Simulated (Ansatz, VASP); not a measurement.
# One calculation of Ru, two programs

```
CELL_PARAMETERS angstrom
2.71743 0.00000 0.00000
-1.35872 2.35337 0.00000
0.00000 0.00000 4.36583
ATOMIC_POSITIONS crystal
Ru 0.33333 0.66667 0.25000
Ru 0.66667 0.33333 0.75000
```

Alike in both runs: task single point; functional PBEsol; k mesh 21 × 21 × 12; occupations gaussian, width 0.15 eV; no spin polarisation.

|  | VASP | Ansatz |
| --- | --- | --- |
| version | VASP 6.6.1 | Ansatz 0.2.0 |
| potentials or method | VASP PAW PBE potentials, release 64 (Ru_pv), cutoff 520 eV | scalar-relativistic, plane waves, PAW |
| valence electrons in the cell | 28 | 32 |

VASP gave:

| Quantity | Value |
| --- | --- |
| gap on the k mesh at the Fermi level (eV) | none |
| pressure (GPa) | -14.8 |
| traceless stress, the component that is largest in VASP (GPa) | -5.49 |

Task: Which values does Ansatz return?

Result: gap on the k mesh at the Fermi level (eV): none; pressure (GPa): -14.6; traceless stress, the component that is largest in VASP (GPa): -5.50.

VASP's potentials were made for PBE, not for PBEsol, and Ansatz warns of the same on its side. A gap of «none» marks a metal or a gap that the smearing closes. VASP's potentials hold 28 valence electrons a cell and Ansatz's 32, so a difference there can come from the potentials and not from the codes.
